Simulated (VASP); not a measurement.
# AlN (F-43m) in VASP: further runs

AlN is run at these levels: PBEsol; tasks: elastic constants.

Everything below comes from runs of VASP 6.6.1. Logs are shortened: lines on timing, memory, paths and dates and some standing lists are left out, and cuts for length are marked.

**1. The cell of the first run**

It takes space group F-43m (No. 216, cubic). The conventional cell has a = 4.377 Å, b = 4.377 Å, c = 4.377 Å, α = 90.00°, β = 90.00°, γ = 90.00°. Within 2.5 Å of Al (site symmetry -43m) lie 4 N at 1.90 Å. Within 2.5 Å of N (site symmetry -43m) lie 4 Al at 1.90 Å.

**2. Elastic constants, PBEsol**

Contents of INCAR:

```
SYSTEM = AlN
PREC = Accurate
ENCUT = 600
EDIFF = 1E-8
ISMEAR = 0
SIGMA = 0.01
LREAL = .False.
LASPH = .True.
NELM = 60
ALGO = Normal
ISIF = 3
LWAVE = .False.
LCHARG = .False.
GGA = PS
NBANDS = 11
IBRION = 6
NFREE = 2
POTIM = 0.015
NSW = 1
```

Contents of KPOINTS:

```
regular mesh
0
Gamma
  8 8 8
  0 0 0
```

Contents of POSCAR:

```
AlN
1.0
    0.0000000000      2.1886811964      2.1886811964
    2.1886811964      0.0000000000      2.1886811964
    2.1886811964      2.1886811964      0.0000000000
Al N
1 1
Direct
    0.0000000000      0.0000000000      0.0000000000
    0.2500000000      0.2500000000      0.2500000000
```

Potentials or basis: VASP PAW PBE potentials, release 64 (Al, N).

The run is started by

```sh
$ cat potpaw_PBE.64/Al/POTCAR potpaw_PBE.64/N/POTCAR > POTCAR
$ mpirun -np 1 vasp_std > vasp.out
```

OUTCAR:

```text
SYSTEM = AlN
   PREC = Accurate
   ENCUT = 600
   EDIFF = 1E-8
   ISMEAR = 0
   LREAL = .False.
   LASPH = .True.
   NELM = 60
   ISIF = 3
   GGA = PS
   IBRION = 6
   NFREE = 2
   POTIM = 0.015
   NSW = 1

 ion  position               nearest neighbor table
   1  0.000  0.000  0.000-   2 1.90   2 1.90   2 1.90   2 1.90
   2  0.250  0.250  0.250-   1 1.90   1 1.90   1 1.90   1 1.90

  LATTYP: Found a face centered cubic cell.
 ALAT       =     4.3773623928

  Lattice vectors:

 A1 = (   0.0000000000,   2.1886811964,   2.1886811964)
 A2 = (   2.1886811964,   0.0000000000,   2.1886811964)
 A3 = (   2.1886811964,   2.1886811964,   0.0000000000)

Analysis of symmetry for initial positions (statically):
=====================================================================
 Subroutine PRICEL returns:
 Original cell was already a primitive cell.

 Routine SETGRP: Setting up the symmetry group for a
 face centered cubic supercell.

 Subroutine GETGRP returns: Found 24 space group operations
 (whereof 24 operations were pure point group operations)
 out of a pool of 48 trial point group operations.

The static configuration has the point symmetry T_d .

Analysis of symmetry for dynamics (positions and initial velocities):
=====================================================================
 Subroutine PRICEL returns:
 Original cell was already a primitive cell.

 Routine SETGRP: Setting up the symmetry group for a
 face centered cubic supercell.

 Subroutine GETGRP returns: Found 24 space group operations
 (whereof 24 operations were pure point group operations)
 out of a pool of 48 trial point group operations.

The dynamic configuration has the point symmetry T_d .

 Subroutine INISYM returns: Found 24 space group operations
 (whereof 24 operations are pure point group operations),
 and found     1 'primitive' translations

[... 350 lines left out ...]
      6      18.2185      0.00000
      7      18.2237      0.00000
      8      18.2283      0.00000
      9      23.3515      0.00000
     10      23.3533      0.00000
     11      24.6911      0.00000
[... 309 lines left out ...]
 k-point    24 :      -0.3750    0.2500    0.1250
  band No.  band energies     occupation
      1      -6.7155      2.00000
      2       0.6354      2.00000
      3       3.5792      2.00000
      4       4.7137      2.00000
      5      12.7818      0.00000
      6      14.9128      0.00000
      7      17.8232      0.00000
      8      18.3562      0.00000
      9      22.7927      0.00000
     10      24.3963      0.00000
     11      27.6489      0.00000

 [... further k-points ...]
[... 5 lines left out ...]
  --------------------------------------------------------------------------------------
  -------------------------------------------------------------------------------------
  Total       -0.0139719     -0.0083422     -0.0083422      0.0000000      0.1356367      0.0000000
  in kB       -1.0675534     -0.6374008     -0.6374008      0.0000000     10.3635905      0.0000000
  external PRESSURE =      -0.7807850 kB  Pullay stress =       0.0000000 kB
[... 17 lines left out ...]
  FREE ENERGIE OF THE ION-ELECTRON SYSTEM (eV)
  ---------------------------------------------------
  free  energy   TOTEN  =       -15.6112887364 eV

  energy  without entropy=      -15.6112887364  energy(sigma->0) =      -15.61128874

 INTERNAL STRAIN TENSORS FROM STRAINED CELLS
 ============================================

 INTERNAL STRAIN TENSOR FOR ION    1 for displacements in x,y,z  (eV/Angst):
          X           Y           Z          XY          YZ          ZX
  --------------------------------------------------------------------------------
  x     0.00000    -0.00000     0.00000    -0.00000     9.04307    -0.00000
  y     0.00000    -0.00000     0.00000    -0.00000     0.00000     9.04272
  z     0.00000    -0.00000     0.00000     9.04298    -0.00000    -0.00000

 INTERNAL STRAIN TENSORS FROM DISPLACED ATOMS
 ============================================

 INTERNAL STRAIN TENSOR FOR ION    1 for displacements in x,y,z  (eV/Angst):
          X           Y           Z          XY          YZ          ZX
  --------------------------------------------------------------------------------
  x     0.00000     0.00000     0.00000     0.00000     9.04198     0.00000
  y    -0.00000    -0.00000    -0.00000     0.00000     0.00000     9.04198
  z     0.00000     0.00000     0.00000     9.04198     0.00000     0.00000

 INTERNAL STRAIN TENSOR FOR ION    2 for displacements in x,y,z  (eV/Angst):
          X           Y           Z          XY          YZ          ZX
  --------------------------------------------------------------------------------
  x     0.00000    -0.00000    -0.00000     0.00000    -9.03942     0.00000
  y     0.00000     0.00000     0.00000     0.00000     0.00000    -9.03942
  z    -0.00000    -0.00000     0.00000    -9.03942     0.00000     0.00000

 Eigenvectors and eigenvalues of the dynamical matrix
 ----------------------------------------------------

   1 f  =   19.541726 THz   122.784285 2PiTHz  651.841810 cm-1    80.818048 meV
             X         Y         Z           dx          dy          dz
      0.000000  0.000000  0.000000     0.000000    0.584567    0.000000
      1.094341  1.094341  1.094341     0.000000   -0.811346    0.000000
[... 21 lines left out ...]
   6 f/i=    0.001656 THz     0.010406 2PiTHz    0.055243 cm-1     0.006849 meV
             X         Y         Z           dx          dy          dz
      0.000000  0.000000  0.000000     0.000000    0.000000    0.811346
      1.094341  1.094341  1.094341     0.000000    0.000000    0.584567

--------------------------------------------------------------------------------------------------------

 ELASTIC MODULI CONTR FROM IONIC RELAXATION (kBar)
 Direction    XX          YY          ZZ          XY          YZ          ZX
 --------------------------------------------------------------------------------
 XX          -0.0000     -0.0000     -0.0000     -0.0000     -0.0000      0.0000
 YY          -0.0000     -0.0000     -0.0000     -0.0000     -0.0000      0.0000
 ZZ          -0.0000     -0.0000     -0.0000     -0.0000     -0.0000      0.0000
 XY          -0.0000     -0.0000     -0.0000   -433.5752      0.0000     -0.0000
 YZ          -0.0000     -0.0000     -0.0000      0.0000   -433.5752     -0.0000
 ZX           0.0000      0.0000      0.0000     -0.0000     -0.0000   -433.5752
 --------------------------------------------------------------------------------

 TOTAL ELASTIC MODULI (kBar)
 Direction    XX          YY          ZZ          XY          YZ          ZX
 --------------------------------------------------------------------------------
 XX        2869.0165   1587.6811   1587.6811     -0.0000      0.0000      0.0000
 YY        1587.6811   2869.0165   1587.6811     -0.0000     -0.0000     -0.0000
 ZZ        1587.6811   1587.6811   2869.0165     -0.0000     -0.0000      0.0000
 XY          -0.0000     -0.0000     -0.0000   1800.2195      0.0000     -0.0000
 YZ           0.0000     -0.0000     -0.0000      0.0000   1800.2195     -0.0000
 ZX           0.0000     -0.0000      0.0000     -0.0000     -0.0000   1800.2195
 --------------------------------------------------------------------------------
```

Wall time 6.1 min (1 thread of AMD EPYC 7R43 (Zen 3), shared host); peak memory 0.18 GiB.

What came out:

```yaml
Elastic_constants_C11_C12_C44: 287, 159, 180 GPa
Voigt_bulk_modulus: 201 GPa
Highest_phonon_frequency_at_Γ_LO-TO_splitting_left_out: 652 cm⁻¹
```

Phonon frequencies in cm⁻¹ (negative: imaginary):
```
              q point        frequencies
(0.000, 0.000, 0.000)  0 0 0 652 652 652
```

Elastic tensor in Voigt notation (GPa, in the Cartesian axes of the cell as first typed):
```
287 159 159   0   0   0
159 287 159   0   0   0
159 159 287   0   0   0
  0   0   0 180   0   0
  0   0   0   0 180   0
  0   0   0   0   0 180
```

Clamped-ion elastic tensor (GPa):
```
287 159 159   0   0   0
159 287 159   0   0   0
159 159 287   0   0   0
  0   0   0 223   0   0
  0   0   0   0 223   0
  0   0   0   0   0 223
```

Caveat: the PAW data sets were made with another functional, which shifts forces and pressure a little.

**3. Elastic constants, PBEsol**

Contents of INCAR:

```
PREC = Accurate ; ENCUT = 600
EDIFF = 1E-8 ; ISMEAR = 0
SIGMA = 0.01 ; LREAL = False
LASPH = True ; NELM = 80
ALGO = Normal ; ISIF = 3
LWAVE = False ; LCHARG = False
GGA = PS ; NBANDS = 11
IBRION = 6 ; NFREE = 2
POTIM = 0.015 ; NSW = 1
```

Contents of KPOINTS:

```
Automatic mesh
0
Gamma
  8 8 8
```

POSCAR is that of step 2.

Potentials or basis: VASP PAW PBE potentials, release 64 (Al, N).

The run is started by

```sh
$ cat potpaw_PBE.64/Al/POTCAR potpaw_PBE.64/N/POTCAR > POTCAR
$ mpirun -np 1 vasp_std > vasp.out
```

Wall time 6.7 min (1 thread of AMD EPYC 7R43 (Zen 3), shared host); peak memory 0.17 GiB.

It converged, with:

```
Elastic constants C11, C12, C44                         : 287, 159, 180 GPa
Voigt bulk modulus                                      : 201 GPa
Highest phonon frequency at Γ, LO-TO splitting left out : 652 cm⁻¹
```

Phonon frequencies in cm⁻¹ (negative: imaginary):
```csv
q point,frequencies
"(0.000, 0.000, 0.000)",0 0 0 652 652 652
```

Elastic tensor in Voigt notation (GPa, in the Cartesian axes of the cell as first typed):
```
287 159 159   0   0   0
159 287 159   0   0   0
159 159 287   0   0   0
  0   0   0 180   0   0
  0   0   0   0 180   0
  0   0   0   0   0 180
```

Clamped-ion elastic tensor (GPa):
```
287 159 159   0   0   0
159 287 159   0   0   0
159 159 287   0   0   0
  0   0   0 223   0   0
  0   0   0   0 223   0
  0   0   0   0   0 223
```

Caveat: the PAW data sets were made with another functional, which shifts forces and pressure a little.
